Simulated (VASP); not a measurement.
# SiC (Moissanite 3C) (F-43m) in VASP: further runs

Runs on SiC (Moissanite 3C). Level: PBE. Tasks: single point.

All numbers are computed with VASP 6.6.1; they aren't measurements. Logs are shortened: lines on timing, memory, paths and dates and some standing lists are left out, and cuts for length are marked.

## (1) The cell of the first run

The structure is cubic, space group F-43m (No. 216). Conventional cell: a = 3.925 Å, b = 3.925 Å, c = 3.925 Å, α = 90.00°, β = 90.00°, γ = 90.00°. Si (site symmetry -43m) has 4 C at 1.70 Å within 2.3 Å. Within 2.3 Å of C (site symmetry -43m) lie 4 Si at 1.70 Å.

## (2) Single point, PBE (volume scaled by 0.720)

Contents of INCAR:

```
SYSTEM = SiC
PREC     = Accurate       ! precision mode
ENCUT    = 520            ! plane-wave cutoff, eV
EDIFF    = 1E-7           ! SCF threshold, eV
ISMEAR   = 0              ! smearing method
SIGMA    = 0.05           ! smearing width, eV
LREAL    = .FALSE.        ! projectors in reciprocal space
LASPH    = .TRUE.         ! aspherical terms in the spheres
NELM     = 60             ! most SCF steps
ALGO     = Normal         ! electronic algorithm
ISIF     = 2              ! what is computed and relaxed
LWAVE    = .FALSE.        ! write WAVECAR
LCHARG   = .FALSE.        ! write CHGCAR
GGA      = PE             ! functional
NBANDS   = 11             ! bands
```

Contents of KPOINTS:

```
Automatic mesh
0
G
  18 18 18
  0 0 0
```

Contents of POSCAR:

```
SiC
1.0
    0.0000000000      1.9627148825      1.9627148825
    1.9627148825      0.0000000000      1.9627148825
    1.9627148825      1.9627148825      0.0000000000
Si C
1 1
Direct
    0.0000000000      0.0000000000      0.0000000000
    0.2500000000      0.2500000000      0.2500000000
```

Potentials or basis: VASP PAW PBE potentials, release 64 (Si, C).

Run with:

```bash
$ cat potpaw_PBE.64/Si/POTCAR potpaw_PBE.64/C/POTCAR > POTCAR
$ mpirun -np 1 vasp_std > vasp.out
```

OUTCAR:

```text
SYSTEM = SiC
   PREC = Accurate
   ENCUT = 520
   EDIFF = 1E-7
   ISMEAR = 0
   LREAL = .FALSE.
   LASPH = .TRUE.
   NELM = 60
   ISIF = 2
   GGA = PE

 ion  position               nearest neighbor table
   1  0.000  0.000  0.000-   2 1.70   2 1.70   2 1.70   2 1.70
   2  0.250  0.250  0.250-   1 1.70   1 1.70   1 1.70   1 1.70

  LATTYP: Found a face centered cubic cell.
 ALAT       =     3.9254297650

  Lattice vectors:

 A1 = (   0.0000000000,   1.9627148825,   1.9627148825)
 A2 = (   1.9627148825,   0.0000000000,   1.9627148825)
 A3 = (   1.9627148825,   1.9627148825,   0.0000000000)

Analysis of symmetry for initial positions (statically):
=====================================================================
 Subroutine PRICEL returns:
 Original cell was already a primitive cell.

 Routine SETGRP: Setting up the symmetry group for a
 face centered cubic supercell.

 Subroutine GETGRP returns: Found 24 space group operations
 (whereof 24 operations were pure point group operations)
 out of a pool of 48 trial point group operations.

The static configuration has the point symmetry T_d .

Analysis of symmetry for dynamics (positions and initial velocities):
=====================================================================
 Subroutine PRICEL returns:
 Original cell was already a primitive cell.

 Routine SETGRP: Setting up the symmetry group for a
 face centered cubic supercell.

 Subroutine GETGRP returns: Found 24 space group operations
 (whereof 24 operations were pure point group operations)
 out of a pool of 48 trial point group operations.

The dynamic configuration has the point symmetry T_d .

 Subroutine INISYM returns: Found 24 space group operations
 (whereof 24 operations are pure point group operations),
 and found     1 'primitive' translations

----------------------------------------------------------------------------------------

                                     Primitive cell

  volume of cell :      15.1217

  direct lattice vectors                    reciprocal lattice vectors
     0.000000000  1.962714883  1.962714883    -0.254749176  0.254749176  0.254749176
     1.962714883  0.000000000  1.962714883     0.254749176 -0.254749176  0.254749176
     1.962714883  1.962714883  0.000000000     0.254749176  0.254749176 -0.254749176

  length of vectors
     2.775698006  2.775698006  2.775698006     0.441238517  0.441238517  0.441238517

  position of ions in fractional coordinates (direct lattice)
     0.000000000  0.000000000  0.000000000
     0.250000000  0.250000000  0.250000000

  ion indices of the primitive-cell ions
   primitive index   ion index
                 1           1
                 2           2

----------------------------------------------------------------------------------------

 KPOINTS: Automatic mesh

Automatic generation of k-mesh.
 Grid dimensions read from file:
 generate k-points for:   18   18   18

 Generating k-lattice:

  Cartesian coordinates                     Fractional coordinates (reciprocal lattice)
    -0.014152732  0.014152732  0.014152732     0.055555556  0.000000000  0.000000000
     0.014152732 -0.014152732  0.014152732     0.000000000  0.055555556  0.000000000
     0.014152732  0.014152732 -0.014152732     0.000000000  0.000000000  0.055555556

  Length of vectors
     0.024513251  0.024513251  0.024513251

  Shift w.r.t. Gamma in fractional coordinates (k-lattice)
     0.000000000  0.000000000  0.000000000

 Subroutine IBZKPT returns following result:
 ===========================================

 Found    195 irreducible k-points:

 Following reciprocal coordinates:
            Coordinates               Weight
  0.000000  0.000000  0.000000      1.000000
  0.055556  0.000000  0.000000      8.000000
  0.111111  0.000000  0.000000      8.000000
  0.166667  0.000000  0.000000      8.000000
  0.222222  0.000000  0.000000      8.000000
  0.277778  0.000000  0.000000      8.000000
[... 16 lines left out ...]
 -0.277778  0.055556  0.000000     24.000000
 -0.222222  0.055556  0.000000     24.000000
 [... further k-points ...]
   k-points           NKPTS =    195   k-points in BZ     NKDIM =    195   number of bands    NBANDS=     11
   number of dos      NEDOS =    301   number of ions     NIONS =      2
   total plane-waves  NPLWV =  13824
   dimension x,y,z NGX =    24 NGY =   24 NGZ =   24
   dimension x,y,z NGXF=    48 NGYF=   48 NGZF=   48
   ions per type =               1   1
   NGX,Y,Z   is equivalent  to a cutoff of  14.37, 14.37, 14.37 a.u.
   NGXF,Y,Z  is equivalent  to a cutoff of  28.75, 28.75, 28.75 a.u.
 SYSTEM =  SiC
   PREC   = accura    normal or accurate (medium, high low for compatibility)
   ISTART =      0    job   : 0-new  1-cont  2-samecut
   ICHARG =      2    charge: 1-file 2-atom 10-const
   ISPIN  =      1    spin polarized calculation?
   LNONCOLLINEAR =      F non collinear calculations
   LSORBIT =      F    spin-orbit coupling
   LASPH  =      T    aspherical Exc in radial PAW
   ENCUT  =  520.0 eV  38.22 Ry    6.18 a.u.   5.16  5.16  5.16*2*pi/ulx,y,z
   NELM   =     60;   NELMIN=  2; NELMDL= -5     # of ELM steps
   EDIFF  = 0.1E-06   stopping-criterion for ELM
   LREAL  =      F    real-space projection
   EDIFFG = 0.1E-05   stopping-criterion for IOM
   NSW    =      0    number of steps for IOM
   IBRION =     -1    ionic relax: 0-MD 1-quasi-New 2-CG
   NFREE  =      0    steps in history (QN), initial steepest desc. (CG)
   ISIF   =      2    stress and relaxation
   ISYM   =      2    0-nonsym 1-usesym 2-fastsym
   POTIM  = 0.5000    time-step for ionic-motion
   TEBEG  =    0.0;   TEEND  =   0.0 temperature during run
   PSTRESS=    0.0 pullay stress
   NELECT =       8.0000    total number of electrons
   NUPDOWN=      -1.0000    fix difference up-down
   EMIN   =  10.00;   EMAX   =-10.00  energy-range for DOS
   EFERMI =   0.00;   METHOD = LEGACY
   ISMEAR =     0;   SIGMA  =   0.05  broadening in eV -4-tet -1-fermi 0-gaus
   EFERMI_NEDOS =   21; number of points for ismear=-14 and -15
   IALGO  =     38    algorithm
   IMIX   =      4    mixing-type and parameters
     AMIX     =   0.40;   BMIX     =  1.00
     AMIX_MAG =   1.60;   BMIX_MAG =  1.00
  volume/ion in A,a.u.               =       7.56        51.02
  Fermi-wavevector in a.u.,A,eV,Ry     =   1.324050  2.502091 23.852476  1.753108
  Thomas-Fermi vector in A             =   2.453613
   LORBIT       =      0    0 simple, 1 ext, 2 COOP (PROOUT), +10 PAW based schemes
   GGA     = PE    functional components
   LHFCALC =     F    Hartree Fock is set to
   AEXX    =    0.0000 exact exchange contribution
   IVDW    =     0    specifies the selected vdW correction
   LEPSILON=     F    determine dielectric tensor
   LRPA    =     F    only Hartree local field effects (RPA)
 non-spin polarized calculation
 Gauss-broadening in eV      SIGMA  =   0.05
  energy-cutoff  :      520.00
  volume of cell :       15.12
 maximum number of plane-waves:       419
 NGX is ok and might be reduce to    24
   NGX = 11   NGY = 11   NGZ = 11

 number of electron       8.0000000 magnetization

 Free energy of the ion-electron system (eV)
  ---------------------------------------------------
  ext. energy  EPLUGINS =         0.00000000
  ---------------------------------------------------
  free energy    TOTEN  =       -13.22347848 eV

  energy without entropy =      -13.22347848  energy(sigma->0) =      -13.22347848

 E-fermi :  12.3076     XC(G=0): -12.7817

 val. band max:       12.0320602716   @ k =  -0.0556   0.0556   0.0000
 cond. band min:      13.0303953105   @ k =   0.5000   0.5000   0.0000
 fundamental gap:      0.9983350389
 Fermi energy:        12.3076044683

 k-point     1 :       0.0000    0.0000    0.0000
  band No.  band energies     occupation
      1      -6.0409      2.00000
      2      12.0270      2.00000
      3      12.0270      2.00000
      4      12.0270      2.00000
      5      21.9090      0.00000
      6      21.9090      0.00000
      7      21.9090      0.00000
      8      22.0743      0.00000
      9      28.5726      0.00000
     10      28.5726      0.00000
     11      32.1066      0.00000

 k-point     2 :       0.0556    0.0000    0.0000
  band No.  band energies     occupation
      1      -5.9642      2.00000
      2      11.6728      2.00000
      3      11.9835      2.00000
      4      11.9835      2.00000
      5      21.7362      0.00000
      6      22.0102      0.00000
      7      22.0102      0.00000
      8      22.4218      0.00000
      9      28.0461      0.00000
     10      28.0461      0.00000
     11      31.6716      0.00000

 k-point     3 :       0.1111    0.0000    0.0000
  band No.  band energies     occupation
      1      -5.7347      2.00000
      2      10.7250      2.00000
      3      11.8634      2.00000
      4      11.8634      2.00000
      5      21.5246      0.00000
      6      22.2530      0.00000
      7      22.2530      0.00000
      8      23.0493      0.00000
      9      27.1733      0.00000
     10      27.1733      0.00000
     11      31.0256      0.00000

 k-point     4 :       0.1667    0.0000    0.0000
  band No.  band energies     occupation
      1      -5.3547      2.00000
      2       9.4083      2.00000
      3      11.6934      2.00000
      4      11.6934      2.00000
      5      21.2932      0.00000
      6      22.4352      0.00000
      7      22.4352      0.00000
      8      23.7150      0.00000
      9      26.6439      0.00000
     10      26.6439      0.00000
     11      30.5606      0.00000
[... 239 lines left out ...]
 k-point    22 :      -0.3333    0.0556    0.0000
  band No.  band energies     occupation
      1      -3.0214      2.00000
      2       4.3741      2.00000
      3      10.6074      2.00000
      4      11.2655      2.00000
      5      20.5682      0.00000
      6      21.2044      0.00000
      7      21.3621      0.00000
      8      24.6313      0.00000
      9      28.4332      0.00000
     10      30.1540      0.00000
     11      32.1460      0.00000

 k-point    23 :      -0.2778    0.0556    0.0000
  band No.  band energies     occupation
      1      -3.8467      2.00000
      2       5.8763      2.00000
      3      10.7104      2.00000
      4      11.4699      2.00000
      5      20.8218      0.00000
      6      21.6058      0.00000
      7      21.8004      0.00000
      8      24.5347      0.00000
      9      27.0477      0.00000
     10      29.1023      0.00000
     11      31.3913      0.00000

 k-point    24 :      -0.2222    0.0556    0.0000
  band No.  band energies     occupation
      1      -4.5549      2.00000
      2       7.4204      2.00000
      3      10.8754      2.00000
      4      11.6752      2.00000
      5      21.0471      0.00000
      6      22.0418      0.00000
      7      22.3155      0.00000
      8      24.2064      0.00000
      9      26.0327      0.00000
     10      28.2501      0.00000
     11      30.9824      0.00000

 [... further k-points ...]
[... 5 lines left out ...]
  --------------------------------------------------------------------------------------
  -------------------------------------------------------------------------------------
  Total       12.2673711     12.2673711     12.2673711     -0.0000000     -0.0000000      0.0000000
  in kB     1299.7518462   1299.7518462   1299.7518462     -0.0000000     -0.0000000      0.0000000
  external PRESSURE =    1299.7518462 kB  Pullay stress =       0.0000000 kB

 VOLUME and BASIS-vectors are now :
 -----------------------------------------------------------------------------
  energy-cutoff  :      520.00
  volume of cell :       15.12
      direct lattice vectors                 reciprocal lattice vectors
     0.000000000  1.962714883  1.962714883    -0.254749176  0.254749176  0.254749176
     1.962714883  0.000000000  1.962714883     0.254749176 -0.254749176  0.254749176
     1.962714883  1.962714883  0.000000000     0.254749176  0.254749176 -0.254749176

 POSITION                                       TOTAL-FORCE (eV/Angst)
 -----------------------------------------------------------------------------------
      0.00000      0.00000      0.00000        -0.000000     -0.000000     -0.000000
      0.98136      0.98136      0.98136         0.000000      0.000000      0.000000
 -----------------------------------------------------------------------------------
    total drift:                               -0.000000     -0.000000     -0.000000

  FREE ENERGIE OF THE ION-ELECTRON SYSTEM (eV)
  ---------------------------------------------------
  free  energy   TOTEN  =       -13.2234784778 eV

  energy  without entropy=      -13.2234784778  energy(sigma->0) =      -13.22347848
```

Run time: 18 s. Hardware: 1 thread of Intel Xeon 6975P-C, shared host; peak memory 0.15 GiB.

What came out:

```
Free energy            : -13.2235 eV
Pressure               : 130.0 GPa
Band gap on the k mesh : 1.00 eV, indirect (least direct gap 4.77 eV)
```

Levels at points of the mesh, in eV from the valence-band top:
```
           k point  band 1  band 2  band 3  band 4  band 5  band 6  band 7  band 8  band 9
(0.00, 0.00, 0.00)  -18.07   -0.01   -0.01   -0.01    9.88    9.88    9.88   10.04   16.54
(0.50, 0.00, 0.00)  -13.18  -10.45   -1.08   -1.08    8.52    8.62    8.62   11.85   20.78
(0.50, 0.50, 0.00)  -11.39   -8.96   -3.77   -3.77    1.00    5.60   17.97   17.97   19.69
```

 A k mesh can miss the band edges.

## (3) Single point, PBE (volume scaled by 0.760)

Contents of INCAR:

```
PREC     = Accurate       # precision mode
ENCUT    = 520            # plane-wave cutoff, eV
EDIFF    = 1E-7           # SCF threshold, eV
ISMEAR   = 0              # smearing method
SIGMA    = 0.05           # smearing width, eV
LREAL    = False          # projectors in reciprocal space
LASPH    = True           # aspherical terms in the spheres
NELM     = 60             # most SCF steps
ALGO     = Normal         # electronic algorithm
ISIF     = 2              # what is computed and relaxed
LWAVE    = False          # write WAVECAR
LCHARG   = True           # write CHGCAR
GGA      = PE             # functional
LELF     = True           # ELF
LVHAR    = True         
NBANDS   = 11             # bands
```

Contents of KPOINTS:

```
regular mesh
0
Gamma
  18 18 18
```

Contents of POSCAR:

```
SiC
1.0
    0.0000000000      1.9984084046      1.9984084046
    1.9984084046      0.0000000000      1.9984084046
    1.9984084046      1.9984084046      0.0000000000
Si C
1 1
Direct
    0.0000000000      0.0000000000      0.0000000000
    0.2500000000      0.2500000000      0.2500000000
```

Potentials or basis: VASP PAW PBE potentials, release 64 (Si, C).

Run with:

```bash
$ cat potpaw_PBE.64/Si/POTCAR potpaw_PBE.64/C/POTCAR > POTCAR
$ mpirun -np 1 vasp_std > vasp.out
```

OUTCAR:

```text
PREC = Accurate
   ENCUT = 520
   EDIFF = 1E-7
   ISMEAR = 0
   LREAL = False
   LASPH = True
   NELM = 60
   ISIF = 2
   GGA = PE

 ion  position               nearest neighbor table
   1  0.000  0.000  0.000-   2 1.73   2 1.73   2 1.73   2 1.73
   2  0.250  0.250  0.250-   1 1.73   1 1.73   1 1.73   1 1.73

  LATTYP: Found a face centered cubic cell.
 ALAT       =     3.9968168092

  Lattice vectors:

 A1 = (   0.0000000000,   1.9984084046,   1.9984084046)
 A2 = (   1.9984084046,   0.0000000000,   1.9984084046)
[... 514 lines left out ...]
      7      21.1498      0.00000
      8      22.9302      0.00000
      9      24.9473      0.00000
     10      27.0309      0.00000
     11      29.6000      0.00000

 [... further k-points ...]
[... 5 lines left out ...]
  --------------------------------------------------------------------------------------
  -------------------------------------------------------------------------------------
  Total        9.7864482      9.7864482      9.7864482     -0.0000000      0.0000000      0.0000000
  in kB      982.3199077    982.3199077    982.3199077     -0.0000000      0.0000000      0.0000000
  external PRESSURE =     982.3199077 kB  Pullay stress =       0.0000000 kB

 VOLUME and BASIS-vectors are now :
 -----------------------------------------------------------------------------
  energy-cutoff  :      520.00
  volume of cell :       15.96
      direct lattice vectors                 reciprocal lattice vectors
     0.000000000  1.998408405  1.998408405    -0.250199108  0.250199108  0.250199108
     1.998408405  0.000000000  1.998408405     0.250199108 -0.250199108  0.250199108
     1.998408405  1.998408405  0.000000000     0.250199108  0.250199108 -0.250199108

 POSITION                                       TOTAL-FORCE (eV/Angst)
 -----------------------------------------------------------------------------------
      0.00000      0.00000      0.00000        -0.000000     -0.000000     -0.000000
      0.99920      0.99920      0.99920         0.000000      0.000000      0.000000
 -----------------------------------------------------------------------------------
    total drift:                               -0.000000     -0.000000     -0.000000

  FREE ENERGIE OF THE ION-ELECTRON SYSTEM (eV)
  ---------------------------------------------------
  free  energy   TOTEN  =       -13.8192058115 eV

  energy  without entropy=      -13.8192058115  energy(sigma->0) =      -13.81920581
```

OSZICAR:

```text
N       E                     dE             d eps       ncg     rms          rms(c)
DAV:   1     0.375894456604E+01    0.37589E+01   -0.42730E+03  4600   0.634E+02
DAV:   2    -0.160629758339E+02   -0.19822E+02   -0.18938E+02  5426   0.117E+02
DAV:   3    -0.165358989929E+02   -0.47292E+00   -0.47197E+00  5236   0.142E+01
DAV:   4    -0.165371948280E+02   -0.12958E-02   -0.12958E-02  4867   0.953E-01
DAV:   5    -0.165371987144E+02   -0.38864E-05   -0.38864E-05  5261   0.478E-02    0.121E+01
DAV:   6    -0.139947028931E+02    0.25425E+01   -0.70118E+00  4713   0.132E+01    0.567E+00
DAV:   7    -0.138288600049E+02    0.16584E+00   -0.81726E-01  5134   0.512E+00    0.236E+00
DAV:   8    -0.138190078140E+02    0.98522E-02   -0.23188E-02  4755   0.106E+00    0.178E-01
DAV:   9    -0.138191344028E+02   -0.12659E-03   -0.92703E-04  5250   0.199E-01    0.128E-01
DAV:  10    -0.138192043363E+02   -0.69934E-04   -0.11474E-04  4770   0.739E-02    0.246E-02
DAV:  11    -0.138192054249E+02   -0.10886E-05   -0.11786E-05  5106   0.208E-02    0.486E-03
DAV:  12    -0.138192058042E+02   -0.37935E-06   -0.56714E-07  4953   0.474E-03    0.135E-03
DAV:  13    -0.138192058115E+02   -0.72644E-08   -0.27714E-08  3045   0.128E-03
   1 F= -.13819206E+02 E0= -.13819206E+02  d E =-.635441E-15
```

Wall time 18 s (1 thread of Intel Xeon 6975P-C, shared host); peak memory 0.16 GiB.

What came out:

* Free energy: -13.8192 eV
* Pressure: 98.2 GPa
* Band gap on the k mesh: 1.07 eV, indirect (least direct gap 4.74 eV)

Levels at points of the mesh, in eV from the valence-band top:
```tsv
k point	band 1	band 2	band 3	band 4	band 5	band 6	band 7	band 8	band 9
(0.00, 0.00, 0.00)	-17.58	0.00	0.00	0.00	9.37	9.38	9.38	9.38	16.16
(0.50, 0.00, 0.00)	-12.94	-10.09	-1.08	-1.08	7.96	8.36	8.36	11.54	19.87
(0.50, 0.50, 0.00)	-11.21	-8.73	-3.67	-3.67	1.07	5.35	17.25	17.25	18.74
```

 A k mesh can miss the band edges.

[end of part 1 of 2]
